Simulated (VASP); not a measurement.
Crystal: NaF.

```
Na F
1.0
     0.00000    2.35030    2.35030
     2.35030    0.00000    2.35030
     2.35030    2.35030    0.00000
Na F
1 1
Direct
  0.00000 0.00000 0.00000
  0.50000 0.50000 0.50000
```

```yaml
Program: VASP 6.6.1
Task: relaxation of cell and atoms
Functional: r2SCAN
Potentials_or_basis: VASP PAW PBE potentials, release 64 (Na_sv, F)
Cutoff: 970 eV
k_mesh: 8 × 8 × 8
Occupations: fermi-dirac, width 0.02 eV
Spin: no spin polarisation
```

At the start: pressure -3.7 GPa; volume 12.98 Å³/atom.

Where does the relaxation end?

Over 4 steps the energy falls by 12.3 meV/atom and the volume is 12.00 Å³/atom (-7.6 %); space group Fm-3m (No. 225, to 0.1 Å) before and after.

Step by step:
```
step  energy change (eV)  largest force (eV/Å)  pressure (GPa)  volume (Å³)
   1              0.0000                0.0000           -3.72        25.97
   2             -0.0197                0.0000           -1.83        24.85
   3             -0.0246                0.0000           -0.14        24.06
   4             -0.0247                0.0000            0.00        24.00
```

Final structure:
```
CELL_PARAMETERS angstrom
0.00000 2.28941 2.28941
2.28941 0.00000 2.28941
2.28941 2.28941 0.00000
ATOMIC_POSITIONS crystal
Na 0.00000 0.00000 0.00000
F 0.50000 0.50000 0.50000
```

Caveat: the PAW data sets were made with another functional, which shifts forces and pressure a little.
